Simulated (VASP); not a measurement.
P, 2 atoms in the cell. Symmetry: Fd-3m, No. 227, cubic system. Conventional cell: a = 5.736 Å, b = 5.736 Å, c = 5.736 Å, α = 90.00°, β = 90.00°, γ = 90.00°. Within 3.3 Å of P (site symmetry -43m) lie 4 P at 2.48 Å. This isn't the form of P at room conditions, which is orthorhombic.

```yaml
Program: VASP 6.6.1
Task: single point
Functional: revPBE
Potentials_or_basis: VASP PAW PBE potentials, release 64 (P)
Cutoff: 520 eV
k_mesh: 11 × 11 × 11
Occupations: fermi-dirac, width 0.1 eV
Spin: no spin polarisation
Dipole_correction: no
Further_INCAR_settings: ALGO = Normal; EDIFF = 1e-06; NBANDS = 12
```

Potentials or basis: VASP PAW PBE potentials, release 64 (P).

Run with:

```bash
$ cat potpaw_PBE.64/P/POTCAR > POTCAR
$ mpirun -np 1 vasp_std > vasp.out
```

Hardware: 1 thread of AMD EPYC 7571, on a shared host.

Problem. Estimate the wall time of this run.

Solution. It took 53 s on 1 thread of AMD EPYC 7571, with other jobs on the host, peak memory 0.14 GiB. Counts: scf iterations 12, k points 56.
